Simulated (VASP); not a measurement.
# Ni (Im-3m) in VASP: a series of runs, part 2 of 2

VASP 6.6.1.

### Step 3. Single point, LDA, collinear spin, ferromagnetic start (volume scaled by 0.58)

INCAR

```
SYSTEM = Ni
ALGO = Normal
EDIFF = 1E-7
ENCUT = 520
GGA = CA
ISIF = 2
ISMEAR = -1
ISPIN = 2
LASPH = .TRUE.
LCHARG = .TRUE.
LELF = .TRUE.
LMAXMIX = 4
LORBIT = 11
LREAL = .FALSE.
LVHAR = .TRUE.
LWAVE = .FALSE.
MAGMOM = 1
NBANDS = 15
NELM = 150
PREC = Accurate
SIGMA = 0.1
```

KPOINTS

```
k-points
0
G
  22 22 22
  0 0 0
```

POSCAR

```
Ni
1.0
   -1.1350137379      1.1350137379      1.1350137379
    1.1350137379     -1.1350137379      1.1350137379
    1.1350137379      1.1350137379     -1.1350137379
Ni
1
Direct
    0.0000000000      0.0000000000      0.0000000000
```

Potentials or basis: VASP PAW LDA potentials, release 64 (Ni).

The run is started by

```sh
cat potpaw_LDA.64/Ni/POTCAR > POTCAR
mpirun -np 1 vasp_std > vasp.out
```

OUTCAR:

```text
SYSTEM = Ni
   EDIFF = 1E-7
   ENCUT = 520
   GGA = CA
   ISIF = 2
   ISMEAR = -1
   ISPIN = 2
   LASPH = .TRUE.
   LORBIT = 11
   LREAL = .FALSE.
   NELM = 150
   PREC = Accurate

 ion  position               nearest neighbor table
   1  0.000  0.000  0.000-

  LATTYP: Found a body centered cubic cell.
 ALAT       =     2.2700274758

  Lattice vectors:

 A1 = (  -1.1350137379,   1.1350137379,   1.1350137379)
 A2 = (   1.1350137379,  -1.1350137379,   1.1350137379)
 A3 = (   1.1350137379,   1.1350137379,  -1.1350137379)

Analysis of symmetry for initial positions (statically):
=====================================================================
 Subroutine PRICEL returns:
 Original cell was already a primitive cell.

 Routine SETGRP: Setting up the symmetry group for a
 body centered cubic supercell.

 Subroutine GETGRP returns: Found 48 space group operations
[... 9 lines left out ...]

 Routine SETGRP: Setting up the symmetry group for a
 body centered cubic supercell.

 Subroutine GETGRP returns: Found 48 space group operations
 (whereof 48 operations were pure point group operations)
 out of a pool of 48 trial point group operations.

The dynamic configuration has the point symmetry O_h .

Analysis of structural, dynamic, and magnetic symmetry:
=====================================================================
 Subroutine PRICEL returns:
 Original cell was already a primitive cell.

 Routine SETGRP: Setting up the symmetry group for a
 body centered cubic supercell.

 Subroutine GETGRP returns: Found 48 space group operations
 (whereof 48 operations were pure point group operations)
 out of a pool of 48 trial point group operations.

The overall configuration has the point symmetry O_h .

 Subroutine INISYM returns: Found 48 space group operations
[... 5 lines left out ...]
                                     Primitive cell

  volume of cell :       5.8488

  direct lattice vectors                    reciprocal lattice vectors
[... 138 lines left out ...]
 val. band max:       21.5461725094   @ k =  -0.2273   0.2727   0.1364
 cond. band min:      21.5510606416   @ k =  -0.4091  -0.4545   0.2273
 fundamental gap:      0.0048881321
 Fermi energy:        21.5492213812

 spin component 1

 k-point     1 :       0.0000    0.0000    0.0000
  band No.  band energies     occupation
      1       7.6878      1.00000
      2      16.8323      1.00000
      3      16.8323      1.00000
      4      16.8323      1.00000
      5      20.0362      1.00000
      6      20.0362      1.00000
      7      53.8240      0.00000
      8      53.8240      0.00000
      9      53.8240      0.00000
     10      65.3528      0.00000
     11      65.3528      0.00000
     12      65.9182      0.00000
     13      73.3883      0.00000
     14      73.3883      0.00000
[... 403 lines left out ...]
      4      18.6888      1.00000
      5      19.3405      1.00000
      6      20.2516      1.00000
      7      48.5859      0.00000
      8      50.8219      0.00000
      9      55.5311      0.00000
     10      60.7462      0.00000
     11      63.4446      0.00000
     12      66.1740      0.00000
     13      68.2314      0.00000
     14      71.6457      0.00000
     15      74.6511      0.00000

 [... further k-points ...]

 spin component 2

 k-point     1 :       0.0000    0.0000    0.0000
  band No.  band energies     occupation
      1       7.6878      1.00000
      2      16.8322      1.00000
      3      16.8322      1.00000
      4      16.8322      1.00000
      5      20.0361      1.00000
      6      20.0361      1.00000
      7      53.8240      0.00000
      8      53.8240      0.00000
      9      53.8240      0.00000
     10      65.3528      0.00000
     11      65.3528      0.00000
     12      65.9179      0.00000
     13      73.3883      0.00000
     14      73.3883      0.00000
[... 403 lines left out ...]
      4      18.6887      1.00000
      5      19.3404      1.00000
      6      20.2515      1.00000
      7      48.5859      0.00000
      8      50.8219      0.00000
      9      55.5311      0.00000
     10      60.7462      0.00000
     11      63.4446      0.00000
     12      66.1738      0.00000
     13      68.2314      0.00000
     14      71.6457      0.00000
     15      74.6510      0.00000

 [... further k-points ...]
[... 5 lines left out ...]
  --------------------------------------------------------------------------------------
  -------------------------------------------------------------------------------------
  Total       17.9600912     17.9600912     17.9600912     -0.0000000      0.0000000      0.0000000
  in kB     4919.8943117   4919.8943117   4919.8943117     -0.0000000      0.0000000      0.0000000
  external PRESSURE =    4919.8943117 kB  Pullay stress =       0.0000000 kB

 VOLUME and BASIS-vectors are now :
 -----------------------------------------------------------------------------
  energy-cutoff  :      520.00
  volume of cell :        5.85
      direct lattice vectors                 reciprocal lattice vectors
    -1.135013738  1.135013738  1.135013738     0.000000000  0.440523302  0.440523302
     1.135013738 -1.135013738  1.135013738     0.440523302  0.000000000  0.440523302
     1.135013738  1.135013738 -1.135013738     0.440523302  0.440523302  0.000000000

 POSITION                                       TOTAL-FORCE (eV/Angst)
 -----------------------------------------------------------------------------------
      0.00000      0.00000      0.00000        -0.000000      0.000000     -0.000000
 -----------------------------------------------------------------------------------
    total drift:                                0.000000      0.000000     -0.000000

  FREE ENERGIE OF THE ION-ELECTRON SYSTEM (eV)
  ---------------------------------------------------
  free  energy   TOTEN  =        -2.6357453553 eV

  energy  without entropy=       -2.6074222556  energy(sigma->0) =       -2.62158381

 total charge

# of ion       s       p       d       tot
------------------------------------------
    1        0.884   1.354   9.113  11.350

 magnetization (x)

# of ion       s       p       d       tot
------------------------------------------
    1        0.000   0.000  -0.000  -0.000
```

OSZICAR:

```text
N       E                     dE             d eps       ncg     rms          rms(c)
DAV:   1     0.340684026298E+02    0.34068E+02   -0.39627E+03 22223   0.988E+02
DAV:   2    -0.237152231162E+01   -0.36440E+02   -0.34255E+02 22739   0.181E+02
DAV:   3    -0.334148447907E+01   -0.96996E+00   -0.96448E+00 23341   0.278E+01
DAV:   4    -0.334387294531E+01   -0.23885E-02   -0.23884E-02 23243   0.135E+00
DAV:   5    -0.334387780788E+01   -0.48626E-05   -0.48627E-05 23418   0.588E-02    0.297E+01
DAV:   6    -0.282315451809E+01    0.52072E+00   -0.14589E+00 25245   0.154E+01    0.142E+01
DAV:   7    -0.266272383342E+01    0.16043E+00   -0.56921E-02 22458   0.296E+00    0.683E+00
DAV:   8    -0.263988719454E+01    0.22837E-01   -0.83920E-03 24708   0.825E-01    0.243E+00
DAV:   9    -0.263552600605E+01    0.43612E-02   -0.24170E-03 25863   0.341E-01    0.151E-01
DAV:  10    -0.263569846101E+01   -0.17245E-03   -0.41683E-05 22649   0.683E-02    0.915E-02
DAV:  11    -0.263573778572E+01   -0.39325E-04   -0.27770E-05 26562   0.669E-02    0.358E-02
DAV:  12    -0.263574552517E+01   -0.77394E-05   -0.18090E-06 25079   0.169E-02    0.149E-02
DAV:  13    -0.263574536303E+01    0.16214E-06   -0.52025E-07 18619   0.787E-03    0.263E-03
DAV:  14    -0.263574535527E+01    0.77619E-08   -0.18925E-08 12031   0.168E-03
   1 F= -.26357454E+01 E0= -.26215838E+01  d E =-.283231E-01  mag=    -0.0000
```

Run time: 34 s. Hardware: 1 thread of Intel Xeon Platinum 8488C (Sapphire Rapids), shared host; peak memory 0.15 GiB.

Results:

```yaml
Free_energy: -2.6357 eV
Pressure: 492.0 GPa
Band_gap_on_the_k_mesh: zero (filled and empty bands overlap)
Net_moment: 0.00 μB per cell
```

### Step 4. Single point, LDA, collinear spin, ferromagnetic start (volume scaled by 0.58)

INCAR

```
PREC     = Accurate       # precision mode
ENCUT    = 520            # plane-wave cutoff, eV
EDIFF    = 1E-6           # SCF threshold, eV
ISMEAR   = -1             # smearing method
SIGMA    = 0.1            # smearing width, eV
LREAL    = False          # projectors in reciprocal space
LASPH    = True           # aspherical terms in the spheres
NELM     = 150            # most SCF steps
ALGO     = Normal         # electronic algorithm
ISIF     = 2              # what is computed and relaxed
LWAVE    = False          # write WAVECAR
LCHARG   = False          # write CHGCAR
ISPIN    = 2              # spin polarisation
MAGMOM   = 1              # initial moments
LORBIT   = 11             # projections on sites
LMAXMIX  = 4              # l up to which the mixer works
NBANDS   = 15             # bands
```

KPOINTS

```
Automatic mesh
0
Gamma
  22 22 22
```

POSCAR is that of step 3.

The run is started by

```sh
cat potpaw_LDA.64/Ni/POTCAR > POTCAR
mpirun -np 1 vasp_std > vasp.out
```

It took 29 s on 1 thread of Intel Xeon Platinum 8488C (Sapphire Rapids), shared host; peak memory 0.15 GiB.

The run converged. Its results:

| Item | Value |
| --- | --- |
| Free energy | -2.6357 eV |
| Pressure | 492.0 GPa |
| Band gap on the k mesh | zero (filled and empty bands overlap) |
| Net moment | 0.00 μB per cell |

Levels at points of the mesh, in eV from the Fermi level:
Spin up:
```
           k point  band 1  band 2  band 3  band 4  band 5  band 6  band 7  band 8  band 9  band 10
(0.00, 0.00, 0.00)  -13.86   -4.72   -4.72   -4.72   -1.51   -1.51   32.27   32.27   32.27    43.80
(0.50, 0.00, 0.00)   -9.89   -7.13   -1.48   -0.97   -0.25    1.06   13.32   24.19   31.36    35.62
(0.50, 0.50, 0.50)  -10.05  -10.05    0.45    0.45    0.45   14.69   14.69   14.69   23.86    23.86
```
Spin down:
| k point | band 2 | band 3 | band 4 | band 5 | band 6 | band 7 | band 8 | band 9 |
| --- | --- | --- | --- | --- | --- | --- | --- | --- |
| (0.00, 0.00, 0.00) | -4.72 | -4.72 | -4.72 | -1.51 | -1.51 | 32.27 | 32.27 | 32.27 |
| (0.50, 0.00, 0.00) | -7.13 | -1.48 | -0.97 | -0.25 | 1.06 | 13.32 | 24.19 | 31.36 |
| (0.50, 0.50, 0.50) | -10.05 | 0.45 | 0.45 | 0.45 | 14.69 | 14.69 | 14.69 | 23.86 |

### Step 5. Single point, LDA, collinear spin, ferromagnetic start (volume scaled by 0.68)

INCAR

```
SYSTEM = Ni
PREC = Accurate
ENCUT = 520
EDIFF = 1E-6
ISMEAR = -1
SIGMA = 0.1
LREAL = .False.
LASPH = .True.
NELM = 150
ALGO = Normal
ISIF = 2
LWAVE = .False.
LCHARG = .False.
ISPIN = 2
MAGMOM = 1
LORBIT = 11
LMAXMIX = 4
GGA = CA
NBANDS = 15
```

KPOINTS

```
Automatic mesh
0
Gamma
  22 22 22
  0 0 0
```

POSCAR

```
Ni
1.0
   -1.1968179418      1.1968179418      1.1968179418
    1.1968179418     -1.1968179418      1.1968179418
    1.1968179418      1.1968179418     -1.1968179418
Ni
1
Direct
    0.0000000000      0.0000000000      0.0000000000
```

The run is started by

```sh
cat potpaw_LDA.64/Ni/POTCAR > POTCAR
mpirun -np 1 vasp_std > vasp.out
```

Run time: 31 s. Hardware: 1 thread of Intel Xeon Platinum 8488C (Sapphire Rapids), shared host; peak memory 0.15 GiB.

It converged, with:

- Free energy: -4.8487 eV
- Pressure: 240.0 GPa
- Band gap on the k mesh: zero (filled and empty bands overlap)
- Net moment: 0.00 μB per cell

Levels at points of the mesh, in eV from the Fermi level:
Spin up:
| k point | band 3 | band 4 | band 5 | band 6 | band 7 | band 8 |
| --- | --- | --- | --- | --- | --- | --- |
| (0.00, 0.00, 0.00) | -3.74 | -3.74 | -1.15 | -1.15 | 31.00 | 31.00 |
| (0.50, 0.00, 0.00) | -1.17 | -0.76 | -0.22 | 0.83 | 11.19 | 23.08 |
| (0.50, 0.50, 0.50) | 0.36 | 0.36 | 0.36 | 13.18 | 13.18 | 13.18 |
Spin down:
```
           k point  band 2  band 3  band 4  band 5  band 6  band 7  band 8  band 9
(0.00, 0.00, 0.00)   -3.74   -3.74   -3.74   -1.15   -1.15   31.00   31.00   31.00
(0.50, 0.00, 0.00)   -5.65   -1.17   -0.76   -0.22    0.83   11.19   23.08   28.01
(0.50, 0.50, 0.50)   -7.92    0.37    0.37    0.37   13.18   13.18   13.18   21.38
```

### Step 6. Single point, LDA, collinear spin, ferromagnetic start (volume scaled by 0.68)

INCAR

```
SYSTEM = Ni
PREC = Accurate
ENCUT = 520
EDIFF = 1E-7
ISMEAR = -1
SIGMA = 0.1
LREAL = .FALSE.
LASPH = .TRUE.
NELM = 150
ALGO = Normal
ISIF = 2
LWAVE = .FALSE.
LCHARG = .TRUE.
ISPIN = 2
MAGMOM = 1
LORBIT = 11
LMAXMIX = 4
LELF = .TRUE.
LVHAR = .TRUE.
NBANDS = 15
```

KPOINTS

```
Automatic mesh
0
G
  22 22 22
  0 0 0
```

POSCAR is that of step 5.

Potentials or basis: VASP PAW LDA potentials, release 64 (Ni).

The run is started by

```sh
cat potpaw_LDA.64/Ni/POTCAR > POTCAR
mpirun -np 1 vasp_std > vasp.out
```

OUTCAR:

```text
SYSTEM = Ni
   PREC = Accurate
   ENCUT = 520
   EDIFF = 1E-7
   ISMEAR = -1
   LREAL = .FALSE.
   LASPH = .TRUE.
   NELM = 150
   ISIF = 2
   ISPIN = 2
   LORBIT = 11

 ion  position               nearest neighbor table
   1  0.000  0.000  0.000-

  LATTYP: Found a body centered cubic cell.
 ALAT       =     2.3936358836

  Lattice vectors:

 A1 = (  -1.1968179418,   1.1968179418,   1.1968179418)
 A2 = (   1.1968179418,  -1.1968179418,   1.1968179418)
 A3 = (   1.1968179418,   1.1968179418,  -1.1968179418)

Analysis of symmetry for initial positions (statically):
=====================================================================
 Subroutine PRICEL returns:
 Original cell was already a primitive cell.

 Routine SETGRP: Setting up the symmetry group for a
 body centered cubic supercell.

 Subroutine GETGRP returns: Found 48 space group operations
[... 9 lines left out ...]

 Routine SETGRP: Setting up the symmetry group for a
 body centered cubic supercell.

 Subroutine GETGRP returns: Found 48 space group operations
 (whereof 48 operations were pure point group operations)
 out of a pool of 48 trial point group operations.

The dynamic configuration has the point symmetry O_h .

Analysis of structural, dynamic, and magnetic symmetry:
=====================================================================
 Subroutine PRICEL returns:
 Original cell was already a primitive cell.

 Routine SETGRP: Setting up the symmetry group for a
 body centered cubic supercell.

 Subroutine GETGRP returns: Found 48 space group operations
 (whereof 48 operations were pure point group operations)
 out of a pool of 48 trial point group operations.

The overall configuration has the point symmetry O_h .

 Subroutine INISYM returns: Found 48 space group operations
[... 5 lines left out ...]
                                     Primitive cell

  volume of cell :       6.8572

  direct lattice vectors                    reciprocal lattice vectors
    -1.196817942  1.196817942  1.196817942     0.000000000  0.417774486  0.417774486
     1.196817942 -1.196817942  1.196817942     0.417774486  0.000000000  0.417774486
     1.196817942  1.196817942 -1.196817942     0.417774486  0.417774486  0.000000000

  length of vectors
[... 138 lines left out ...]
 k-point     1 :       0.0000    0.0000    0.0000
  band No.  band energies     occupation
      1       4.9786      1.00000
      2      13.7053      1.00000
      3      13.7053      1.00000
      4      13.7053      1.00000
      5      16.2992      0.99999
      6      16.2992      0.99999
      7      48.4528      0.00000
      8      48.4528      0.00000
      9      48.4528      0.00000
     10      57.7403      0.00000
     11      57.7403      0.00000
     12      62.2821      0.00000
     13      63.2831      0.00000
     14      63.2831      0.00000
[... 403 lines left out ...]
      4      15.1763      1.00000
      5      15.7630      1.00000
      6      16.4569      0.99995
      7      42.4632      0.00000
      8      44.6639      0.00000
      9      49.6229      0.00000
     10      52.2622      0.00000
     11      56.1739      0.00000
     12      59.2299      0.00000
     13      62.3507      0.00000
     14      63.6431      0.00000
     15      65.1412      0.00000

 [... further k-points ...]

 spin component 2

 k-point     1 :       0.0000    0.0000    0.0000
  band No.  band energies     occupation
      1       4.9786      1.00000
      2      13.7052      1.00000
      3      13.7052      1.00000
      4      13.7052      1.00000
      5      16.2991      0.99999
      6      16.2991      0.99999
      7      48.4528      0.00000
      8      48.4528      0.00000
      9      48.4528      0.00000
     10      57.7403      0.00000
     11      57.7403      0.00000
     12      62.2818      0.00000
     13      63.2831      0.00000
     14      63.2831      0.00000
[... 403 lines left out ...]
      4      15.1762      1.00000
      5      15.7630      1.00000
      6      16.4568      0.99995
      7      42.4631      0.00000
      8      44.6639      0.00000
      9      49.6229      0.00000
     10      52.2621      0.00000
     11      56.1739      0.00000
     12      59.2299      0.00000
     13      62.3504      0.00000
     14      63.6431      0.00000
     15      65.1412      0.00000

 [... further k-points ...]
[... 5 lines left out ...]
  --------------------------------------------------------------------------------------
  -------------------------------------------------------------------------------------
  Total       10.2707772     10.2707772     10.2707772     -0.0000000     -0.0000000      0.0000000
  in kB     2399.7700325   2399.7700325   2399.7700325     -0.0000000     -0.0000000      0.0000000
  external PRESSURE =    2399.7700325 kB  Pullay stress =       0.0000000 kB

 VOLUME and BASIS-vectors are now :
 -----------------------------------------------------------------------------
  energy-cutoff  :      520.00
  volume of cell :        6.86
      direct lattice vectors                 reciprocal lattice vectors
    -1.196817942  1.196817942  1.196817942     0.000000000  0.417774486  0.417774486
     1.196817942 -1.196817942  1.196817942     0.417774486  0.000000000  0.417774486
     1.196817942  1.196817942 -1.196817942     0.417774486  0.417774486  0.000000000

 POSITION                                       TOTAL-FORCE (eV/Angst)
 -----------------------------------------------------------------------------------
      0.00000      0.00000      0.00000         0.000000      0.000000     -0.000000
 -----------------------------------------------------------------------------------
    total drift:                                0.000000      0.000000     -0.000000

  FREE ENERGIE OF THE ION-ELECTRON SYSTEM (eV)
  ---------------------------------------------------
  free  energy   TOTEN  =        -4.8486586584 eV

  energy  without entropy=       -4.8134269021  energy(sigma->0) =       -4.83104278

 total charge

# of ion       s       p       d       tot
------------------------------------------
    1        0.755   1.066   8.797  10.618

 magnetization (x)

# of ion       s       p       d       tot
------------------------------------------
    1        0.000   0.000  -0.000  -0.000
```

It took 33 s on 1 thread of Intel Xeon Platinum 8488C (Sapphire Rapids), shared host; peak memory 0.15 GiB.

Results:

| Item | Value |
| --- | --- |
| Free energy | -4.8487 eV |
| Pressure | 240.0 GPa |
| Band gap on the k mesh | zero (filled and empty bands overlap) |
| Net moment | 0.00 μB per cell |
